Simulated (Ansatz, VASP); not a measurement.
Hg in VASP and in Ansatz

```xyz
1
Lattice="-1.5388 1.5388 1.5388 1.5388 -1.5388 1.5388 1.5388 1.5388 -1.5388" Properties=species:S:1:pos:R:3 pbc="T T T"
Hg    0.0000    0.0000    0.0000
```

Change from the starting cell: volume scaled by 0.61, to set the pressure.

Alike in both runs: task single point; functional PBEsol; k mesh 17 × 17 × 17; occupations fermi-dirac, width 0.08 eV; no spin polarisation.

```csv
,VASP,Ansatz
version,VASP 6.6.1,Ansatz 0.2.0
potentials or method,"VASP PAW PBE potentials, release 64 (Hg)","PAW with Ansatz's default frozen-core files, scalar-relativistic"
plane-wave cutoff (eV),500,420
valence electrons in the cell,12,20
```

VASP gave:

| Property | Result |
| --- | --- |
| pressure (GPa) | 100.9 |

Task: Estimate Ansatz's values.

Result: Pressure (GPa): 95.8.

VASP's potentials were made for PBE, not for PBEsol. Both programs put the cell under a high pressure, so it lies far from rest at this level. VASP's potentials hold 12 valence electrons a cell and Ansatz's 20, so a difference there can come from the potentials and not from the codes.

Neither program's run includes spin-orbit coupling. Noted on VASP's run: the cell as given lies far from equilibrium.
